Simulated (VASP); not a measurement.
Crystal: WS.

```xyz
2
Lattice="3.0079 0.0000 0.0000 0.0000 3.0079 0.0000 0.0000 0.0000 3.0079" Properties=species:S:1:pos:R:3 pbc="T T T"
W     1.5039    1.5039    1.5039
S     0.0000    0.0000    0.0000
```

Program: VASP 6.6.1. Alike in all runs: task single point; potentials or basis VASP PAW PBE potentials, release 64 (W_sv, S); no spin polarisation; cell as given; k mesh 5 × 5 × 5; cutoff (eV) 520; smearing fermi-dirac 0.05 eV.

Task: Order these runs on this cell by their pressure, lowest first.
A. level PBE-based screened hybrid with 15 % exact exchange; share of exact exchange 0.15
B. level PBE-based screened hybrid with 25 % exact exchange; share of exact exchange 0.25
C. level PBE-based screened hybrid with 10 % exact exchange; share of exact exchange 0.1

Result: B (-8.4 GPa), A (-4.9 GPa), C (-3.1 GPa).

Caveats: all runs use coarse meshes; the PAW data sets were made with another functional, which shifts forces and pressure a little.
